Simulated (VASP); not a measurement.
# SnO in VASP: a series of runs

Runs on SnO. Level: PBE+D3(BJ). Tasks: single point.

All numbers are computed with VASP 6.6.1; they aren't measurements. Logs are shortened: lines on timing, memory, paths and dates and some standing lists are left out, and cuts for length are marked.

### 1 The cell of the first run

The cell holds a slab with vacuum, 8 atoms: a = 3.820 Å, b = 3.820 Å, c = 22.226 Å, α = 90.00°, β = 90.00°, γ = 90.00°.

### 2 Single point, PBE+D3(BJ)

File INCAR:

```
SYSTEM = SnO
ALGO = Normal ; DIPOL = 0.5 0.5 0.394
EDIFF = 1E-6 ; ENCUT = 520
GGA = PE ; IDIPOL = 3
ISIF = 2 ; ISMEAR = 0
IVDW = 12 ; LASPH = .TRUE.
LCHARG = .FALSE. ; LDIPOL = .TRUE.
LREAL = .FALSE. ; LWAVE = .FALSE.
NBANDS = 50 ; NELM = 60
PREC = Accurate ; SIGMA = 0.05
```

File KPOINTS:

```
k-points
0
G
  7 7 1
  0 0 0
```

File POSCAR:

```
SnO
1.0
    3.8201528543      0.0002954551      0.0000000000
   -0.0003145191      3.8201528528      0.0000000000
    0.0000000000      0.0000000000     22.2260743460
Sn O
4 4
Direct
    0.9999452911      0.9999452911      0.2024649036
    0.4999452911      0.4999452911      0.3087831466
    0.4999452911      0.4999452911      0.4784037436
    0.9999452911      0.9999452911      0.5847219866
    0.9999461074      0.4999461074      0.2556240251
    0.4999461074      0.9999461074      0.2556240251
    0.4999444748      0.9999444748      0.5315628651
    0.9999444748      0.4999444748      0.5315628651
```

Potentials or basis: VASP PAW PBE potentials, release 64 (Sn_d, O).

The run is started by

```
$ cat potpaw_PBE.64/Sn_d/POTCAR potpaw_PBE.64/O/POTCAR > POTCAR
$ mpirun -np 1 vasp_std > vasp.out
```

OUTCAR:

```text
SYSTEM = SnO
   EDIFF = 1E-6
   ENCUT = 520
   GGA = PE
   ISIF = 2
   ISMEAR = 0
   IVDW = 12
   LASPH = .TRUE.
   LREAL = .FALSE.
   NELM = 60
   PREC = Accurate
 IVDW          = 12

 ion  position               nearest neighbor table
   1  1.000  1.000  0.202-   6 2.25   5 2.25   6 2.25   5 2.25   2 3.59   2 3.59   2 3.59   2 3.59

   2  0.500  0.500  0.309-   5 2.25   6 2.25   5 2.25   6 2.25   1 3.59   1 3.59   1 3.59   1 3.59

   3  0.500  0.500  0.478-   8 2.25   7 2.25   8 2.25   7 2.25   4 3.59   4 3.59   4 3.59   4 3.59

   4  1.000  1.000  0.585-   7 2.25   8 2.25   7 2.25   8 2.25   3 3.59   3 3.59   3 3.59   3 3.59

   5  1.000  0.500  0.256-   2 2.25   1 2.25   2 2.25   1 2.25
   6  0.500  1.000  0.256-   1 2.25   2 2.25   1 2.25   2 2.25
   7  0.500  1.000  0.532-   4 2.25   3 2.25   4 2.25   3 2.25
   8  1.000  0.500  0.532-   3 2.25   4 2.25   3 2.25   4 2.25

  LATTYP: Found a simple tetragonal cell.
 ALAT       =     3.8201528657
 C/A-ratio  =     5.8181112451

  Lattice vectors:

 A1 = (   3.8201528543,   0.0002954551,   0.0000000000)
 A2 = (  -0.0003145191,   3.8201528528,   0.0000000000)
 A3 = (   0.0000000000,   0.0000000000,  22.2260743460)

Analysis of symmetry for initial positions (statically):
=====================================================================
 Subroutine PRICEL returns:
 Original cell was already a primitive cell.

 Routine SETGRP: Setting up the symmetry group for a
 simple tetragonal supercell.

 Subroutine GETGRP returns: Found 16 space group operations
 (whereof  2 operations were pure point group operations)
 out of a pool of 16 trial point group operations.

The static configuration has the point symmetry C_1h.
 The point group associated with its full space group is D_4h.

Analysis of symmetry for dynamics (positions and initial velocities):
=====================================================================
 Subroutine PRICEL returns:
 Original cell was already a primitive cell.

 Routine SETGRP: Setting up the symmetry group for a
 simple tetragonal supercell.

 Subroutine GETGRP returns: Found 16 space group operations
 (whereof  2 operations were pure point group operations)
 out of a pool of 16 trial point group operations.

The dynamic configuration has the point symmetry C_1h.
 The point group associated with its full space group is D_4h.

 Subroutine INISYM returns: Found 16 space group operations
 (whereof  2 operations are pure point group operations),
[... 105 lines left out ...]
   NUPDOWN=      -1.0000    fix difference up-down
   EMIN   =  10.00;   EMAX   =-10.00  energy-range for DOS
   EFERMI =   0.00;   METHOD = LEGACY
   ISMEAR =     0;   SIGMA  =   0.05  broadening in eV -4-tet -1-fermi 0-gaus
   EFERMI_NEDOS =   21; number of points for ismear=-14 and -15
   IALGO  =     38    algorithm
   IMIX   =      4    mixing-type and parameters
     AMIX     =   0.40;   BMIX     =  1.00
     AMIX_MAG =   1.60;   BMIX_MAG =  1.00
  volume/ion in A,a.u.               =      40.54       273.61
  Fermi-wavevector in a.u.,A,eV,Ry     =   1.026668  1.940121 14.341186  1.054047
  Thomas-Fermi vector in A             =   2.160573
   LORBIT       =      0    0 simple, 1 ext, 2 COOP (PROOUT), +10 PAW based schemes
   GGA     = PE    functional components
   LHFCALC =     F    Hartree Fock is set to
   AEXX    =    0.0000 exact exchange contribution
   IVDW    =    12    specifies the selected vdW correction
   LEPSILON=     F    determine dielectric tensor
   LRPA    =     F    only Hartree local field effects (RPA)
 non-spin polarized calculation
 Gauss-broadening in eV      SIGMA  =   0.05
  energy-cutoff  :      520.00
  volume of cell :      324.36
 maximum number of plane-waves:      8769
   NGX = 15   NGY = 15   NGZ = 83

 dipolmoment           0.000000      0.000000      0.000020 electrons x Angstroem

 number of electron      79.9999970 magnetization

 dipolmoment           0.000000      0.000000     -0.000002 electrons x Angstroem

 Free energy of the ion-electron system (eV)
  ---------------------------------------------------
  ext. energy  EPLUGINS =         0.00000000
  ---------------------------------------------------
  free energy    TOTEN  =       -44.98570045 eV

  energy without entropy =      -44.98570045  energy(sigma->0) =      -44.98570045

 E-fermi :   0.3046     XC(G=0):  -5.2536

 val. band max:        0.0070136502   @ k =   0.1429   0.1429   0.0000
 cond. band min:       1.9657961148   @ k =   0.4286  -0.0000   0.0000
 fundamental gap:      1.9587824646
 Fermi energy:         0.3046180474

 k-point     1 :       0.0000    0.0000    0.0000
  band No.  band energies     occupation
      1     -21.0250      2.00000
      2     -21.0246      2.00000
      3     -20.6648      2.00000
      4     -20.6644      2.00000
      5     -20.6319      2.00000
      6     -20.6318      2.00000
[... 519 lines left out ...]
     49       5.6643      0.00000
     50       6.0111      0.00000

------------------------ aborting loop because EDIFF is reached ----------------------------------------

 vacuum level on the upper side and lower side of the slab       (xc-potential included)        -0.174        -0.175

 Edisp (eV)   -1.27501

 E8    (eV) :    -0.5633

  FORCE on cell =-STRESS in cart. coord.  units (eV):
  Direction    XX          YY          ZZ          XY          YZ          ZX
  --------------------------------------------------------------------------------------
  -------------------------------------------------------------------------------------
  Total       0.52181     0.52181     1.82048    -0.00000    -0.00000     0.00000
  in kB       2.57752     2.57752     8.99233    -0.00001    -0.00000     0.00000
  external pressure =        4.72 kB  Pullay stress =        0.00 kB

 VOLUME and BASIS-vectors are now :
 -----------------------------------------------------------------------------
  energy-cutoff  :      520.00
  volume of cell :      324.36
      direct lattice vectors                 reciprocal lattice vectors
     3.820152854  0.000295455  0.000000000     0.261769629  0.000021552  0.000000000
    -0.000314519  3.820152853  0.000000000    -0.000020246  0.261769629  0.000000000
     0.000000000  0.000000000 22.226074346     0.000000000  0.000000000  0.044992201

 POSITION                                       TOTAL-FORCE (eV/Angst)
 -----------------------------------------------------------------------------------
      3.81963      3.82024      4.50000         0.000000     -0.000000     -0.082197
      1.90971      1.91002      6.86304         0.000000     -0.000000     -0.278909
      1.90971      1.91002     10.63304         0.000000     -0.000000      0.278909
      3.81963      3.82024     12.99607         0.000000     -0.000000      0.082197
      3.81979      1.91017      5.68152        -0.000000     -0.000000     -0.018424
      1.90956      3.82009      5.68152        -0.000000      0.000000     -0.018424
      1.90955      3.82009     11.81456        -0.000000      0.000000      0.018424
      3.81978      1.91016     11.81456        -0.000000     -0.000000      0.018424
 -----------------------------------------------------------------------------------
    total drift:                               -0.000001     -0.000001     -0.000153

  FREE ENERGIE OF THE ION-ELECTRON SYSTEM (eV)
  ---------------------------------------------------
  free  energy   TOTEN  =       -46.2607145760 eV

  energy  without entropy=      -46.2607145760  energy(sigma->0) =      -46.26071458

 vacuum level on the upper side and lower side of the slab         4.848         4.849
```

Run time: 3.8 min. Hardware: 1 thread of Intel Xeon Platinum 8488C (Sapphire Rapids), shared host; peak memory 0.39 GiB.

What came out:

```
Free energy                : -46.2607 eV
Largest force              : 0.279 eV/Å
Band gap on the k mesh     : 1.96 eV (least direct gap 2.16 eV)
Dispersion energy per atom : -0.159 eV
```

Forces on the atoms (eV/Å):
```
Sn   0.000  0.000 -0.082
Sn   0.000  0.000 -0.279
Sn   0.000  0.000  0.279
Sn   0.000  0.000  0.082
O    0.000  0.000 -0.018
O    0.000  0.000 -0.018
O    0.000  0.000  0.018
O    0.000  0.000  0.018
```

Caveat: spin-orbit coupling is left out, which moves the levels of the heavy elements.

### 3 Single point, PBE+D3(BJ)

File INCAR:

```
SYSTEM = SnO
ALGO     = Normal         ! electronic algorithm
DIPOL    = 0.5 0.5 0.406
EDIFF    = 1E-7           ! SCF threshold, eV
ENCUT    = 520            ! plane-wave cutoff, eV
GGA      = PE             ! functional
IDIPOL   = 3            
ISIF     = 2              ! what is computed and relaxed
ISMEAR   = 0              ! smearing method
IVDW     = 12             ! dispersion correction
LASPH    = .True.         ! aspherical terms in the spheres
LCHARG   = .False.        ! write CHGCAR
LDIPOL   = .True.       
LREAL    = .False.        ! projectors in reciprocal space
LWAVE    = .False.        ! write WAVECAR
NBANDS   = 50             ! bands
NELM     = 60             ! most SCF steps
PREC     = Accurate       ! precision mode
SIGMA    = 0.05           ! smearing width, eV
```

File KPOINTS:

```
k-points
0
Gamma
  7 7 1
  0 0 0
```

File POSCAR:

```
SnO
1.0
    3.8201528543      0.0002954551      0.0000000000
   -0.0003145191      3.8201528528      0.0000000000
    0.0000000000      0.0000000000     22.2260743460
Sn O
4 4
Direct
    0.9999452911      0.9999452911      0.2024649036
    0.4999452911      0.4999452911      0.3087831466
    0.4999452911      0.4999452911      0.5022496100
    0.9999452911      0.9999452911      0.6085678530
    0.9999461074      0.4999461074      0.2556240251
    0.4999461074      0.9999461074      0.2556240251
    0.4999444748      0.9999444748      0.5554087315
    0.9999444748      0.4999444748      0.5554087315
```

Potentials or basis: VASP PAW PBE potentials, release 64 (Sn_d, O).

The run is started by

```
$ cat potpaw_PBE.64/Sn_d/POTCAR potpaw_PBE.64/O/POTCAR > POTCAR
$ mpirun -np 1 vasp_std > vasp.out
```

Run time: 3.9 min. Hardware: 1 thread of Intel Xeon Platinum 8488C (Sapphire Rapids), shared host; peak memory 0.39 GiB.

The run converged. Its results:

- Free energy: -46.3573 eV
- Largest force: 0.086 eV/Å
- Band gap on the k mesh: 2.48 eV (least direct gap 2.57 eV)
- Dispersion energy per atom: -0.154 eV

Forces on the atoms (eV/Å):
```
Sn   0.000  0.000 -0.086
Sn   0.000  0.000  0.048
Sn   0.000  0.000 -0.048
Sn   0.000  0.000  0.086
O    0.000  0.000 -0.002
O    0.000  0.000 -0.002
O    0.000  0.000  0.002
O    0.000  0.000  0.002
```

Levels at points of the mesh, in eV from the valence-band top:
| k point | band 36 | band 37 | band 38 | band 39 | band 40 | band 41 | band 42 | band 43 | band 44 | band 45 |
| --- | --- | --- | --- | --- | --- | --- | --- | --- | --- | --- |
| (0.00, 0.00, 0.00) | -1.94 | -1.94 | -1.94 | -0.60 | -0.04 | 2.53 | 2.87 | 2.88 | 3.76 | 4.89 |

Caveat: spin-orbit coupling is left out, which moves the levels of the heavy elements.

### 4 Single point, PBE+D3(BJ)

File INCAR:

```
PREC = Accurate
ENCUT = 520
EDIFF = 1E-7
ISMEAR = 0
SIGMA = 0.05
LREAL = F
LASPH = T
NELM = 60
ALGO = Normal
ISIF = 2
LWAVE = F
LCHARG = F
LDIPOL = T
IDIPOL = 3
DIPOL = 0.5 0.5 0.428
GGA = PE
IVDW = 12
NBANDS = 50
```

File KPOINTS:

```
Automatic mesh
0
Gamma
  7 7 1
```

File POSCAR:

```
SnO
1.0
    3.8201528543      0.0002954551      0.0000000000
   -0.0003145191      3.8201528528      0.0000000000
    0.0000000000      0.0000000000     22.2260743460
Sn O
4 4
Direct
    0.9999452911      0.9999452911      0.2024649036
    0.4999452911      0.4999452911      0.3087831466
    0.4999452911      0.4999452911      0.5472418108
    0.9999452911      0.9999452911      0.6535600538
    0.9999461074      0.4999461074      0.2556240251
    0.4999461074      0.9999461074      0.2556240251
    0.4999444748      0.9999444748      0.6004009323
    0.9999444748      0.4999444748      0.6004009323
```

The run is started by

```
$ cat potpaw_PBE.64/Sn_d/POTCAR potpaw_PBE.64/O/POTCAR > POTCAR
$ mpirun -np 1 vasp_std > vasp.out
```

Run time: 3.4 min. Hardware: 1 thread of Intel Xeon Platinum 8488C (Sapphire Rapids), shared host; peak memory 0.39 GiB.

The run converged. Its results:

| Property | Result |
| --- | --- |
| Free energy | -46.3335 eV |
| Largest force | 0.131 eV/Å |
| Band gap on the k mesh | 2.75 eV (least direct gap 2.78 eV) |
| Dispersion energy per atom | -0.146 eV |

Forces on the atoms (eV/Å):
```
Sn   0.000  0.000 -0.091
Sn   0.000  0.000  0.131
Sn   0.000  0.000 -0.131
Sn   0.000  0.000  0.091
O    0.000  0.000  0.001
O    0.000  0.000  0.001
O    0.000  0.000 -0.001
O    0.000  0.000 -0.001
```

Levels at points of the mesh, in eV from the valence-band top:
```tsv
k point	band 38	band 39	band 40	band 41	band 42	band 43
(0.00, 0.00, 0.00)	-1.77	-0.25	-0.03	2.75	3.04	3.05
```

Caveat: spin-orbit coupling is left out, which moves the levels of the heavy elements.

(Continued in part 2 of 2.)
